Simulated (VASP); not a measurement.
Write the native input for VASP 6.6.1 that does the following.

- Task: single point
- Functional: PBE
- Potentials or basis: VASP PAW PBE potentials, release 64 (Ge_d)
- Cutoff: 410 eV
- k mesh: 6 × 6 × 1
- Occupations: gaussian, width 0.1 eV
- Spin: no spin polarisation
- Dipole correction: yes
- Further INCAR settings: ALGO = Normal; EDIFF = 1e-06; NBANDS = 21; NELMDL = -8

The structure of Ge lies in POSCAR:

```
Ge
1.0
    3.8117720000      0.0000000000      0.0000000000
   -1.9058860000      3.3010920000      0.0000000000
    0.0000000000      0.0000000000     18.0000000000
Ge
2
Direct
    0.3333333300      0.6666666700      0.5000000000
    0.6666666700      0.3333333300      0.5275733300
```

The input as run:

INCAR

```
SYSTEM = Ge
ALGO = Normal
DIPOL = 0.5 0.5 0.514
EDIFF = 1E-6
ENCUT = 410
GGA = PE
GGA_COMPAT = .FALSE.
IDIPOL = 3
ISIF = 2
ISMEAR = 0
LASPH = .TRUE.
LCHARG = .FALSE.
LDIPOL = .TRUE.
LREAL = .FALSE.
LWAVE = .FALSE.
NBANDS = 21
NELM = 120
NELMDL = -8
PREC = Accurate
SIGMA = 0.1
```

KPOINTS

```
k-points
0
G
  6 6 1
  0 0 0
```

Potentials or basis: VASP PAW PBE potentials, release 64 (Ge_d).

Run with:

```sh
$ cat potpaw_PBE.64/Ge_d/POTCAR > POTCAR
$ mpirun -np 1 vasp_std > vasp.out
```

Results of the run:

The largest force is 0.929 eV/Å and the band gap on the k mesh is zero (filled and empty bands touch).

Wall time 47 s on 1 thread of AMD EPYC 7R43 64-Core Processor (Zen 3), on a shared host, peak memory 0.23 GiB.
